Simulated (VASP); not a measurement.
Here is a VASP 6.6.1 calculation.

File INCAR:

```
SYSTEM = Cd
ALGO = Fast
EDIFF = 1E-7
ENCUT = 520
GGA = PS
ISIF = 2
ISMEAR = 0
LASPH = .TRUE.
LCHARG = .FALSE.
LREAL = .FALSE.
LWAVE = .FALSE.
NBANDS = 19
NELM = 60
PREC = Accurate
SIGMA = 0.1
```

Contents of KPOINTS:

```
k-points
0
G
  18 18 8
  0 0 0
```

The input POSCAR:

```
Cd
1.0
    2.9440568046      0.0000000000      0.0000000000
   -1.4720284023      2.5496279830      0.0000000000
    0.0000000000      0.0000000000      5.6116211534
Cd
2
Direct
    0.3333333333      0.6666666667      0.2500000000
    0.6666666667      0.3333333333      0.7500000000
```

Potentials or basis: VASP PAW PBE potentials, release 64 (Cd).

Run with:

```sh
$ cat potpaw_PBE.64/Cd/POTCAR > POTCAR
$ mpirun -np 1 vasp_std > vasp.out
```

Question: Estimate the band gap on the k mesh.

Answer: Zero (bands 12 and 13 overlap by 4.74 eV).

Question: What does it give for the pressure?

Answer: 0.4 GPa.

Stress tensor (GPa, compression positive):
```
0.51 0.00 0.00
0.00 0.51 0.00
0.00 0.00 0.26
```

Caveat: the PAW data sets were made with another functional, which shifts forces and pressure a little.
